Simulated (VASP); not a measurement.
Set up this calculation in VASP 6.6.1, as the native input.

```yaml
Task: relaxation of cell and atoms
Functional: PBE
Potentials_or_basis: VASP PAW PBE potentials, release 64 (Ga_d, B, As)
Cutoff: 600 eV
k_mesh: 4 × 4 × 4
Occupations: gaussian, width 0.1 eV
Spin: no spin polarisation
Dipole_correction: no
Further_INCAR_settings: ALGO = Normal; EDIFF = 1e-06; IBRION = 2; EDIFFG = -0.04; NSW = 90; ISIF = 3
```

The structure of Ga3BAs2 lies in POSCAR:

```
Ga3BAs2
1.0
   -2.6284216000      3.2555453700      3.4836617200
    2.6284216000     -3.2555453700      3.4836617200
    2.6284216000      3.2555453700     -3.4836617200
Ga B As
3 1 2
Direct
    0.7681473100      0.5000000000      0.2681473100
    0.2318526900      0.5000000000      0.7318526900
    0.0000000000      0.0000000000      0.0000000000
    0.5000000000      0.5000000000      0.0000000000
    0.2091743100      0.7091743100      0.5000000000
    0.7908256900      0.2908256900      0.5000000000
```

The cell was generated, and may not be a known phase.

The input as run:

INCAR

```
SYSTEM = Ga3BAs2
ALGO = Normal ; EDIFF = 1E-6
EDIFFG = -0.04 ; ENCUT = 600
GGA = PE ; IBRION = 2
ISIF = 3 ; ISMEAR = 0
LASPH = .True. ; LCHARG = .False.
LREAL = .False. ; LWAVE = .False.
NELM = 60 ; NSW = 90
PREC = Accurate ; SIGMA = 0.1
```

KPOINTS

```
k-points
0
Gamma
  4 4 4
  0 0 0
```

Potentials or basis: VASP PAW PBE potentials, release 64 (Ga_d, B, As).

Run with:

```sh
$ cat potpaw_PBE.64/Ga_d/POTCAR potpaw_PBE.64/B/POTCAR potpaw_PBE.64/As/POTCAR > POTCAR
$ mpirun -np 1 vasp_std > vasp.out
```

Results of the run:

| Property | Result |
| --- | --- |
| Relaxed volume | 17.95 Å³/atom |
| Relaxed cell | a = 5.717 Å, b = 5.717 Å, c = 5.717 Å, α = 142.41°, β = 92.60°, γ = 99.34° |
| Space group after relaxing (to 0.1 Å) | Immm (No. 71) |
| Energy gained by relaxing | 982.8 meV/atom |
| Ionic steps | 29 |
| Pressure after relaxing | 0.0 GPa |
| Largest force after relaxing | 0.024 eV/Å |
| Band gap on the k mesh | zero (bands 26 and 27 overlap by 2.49 eV) |

Caveat: the k points lie up to 0.47 Å⁻¹ apart in the final cell, too coarse for converged energies and pressures of a metal.

It took 24 min on 1 thread of AMD EPYC 9R45 96-Core Processor (Zen 5) (shared host), peak memory 0.36 GiB.
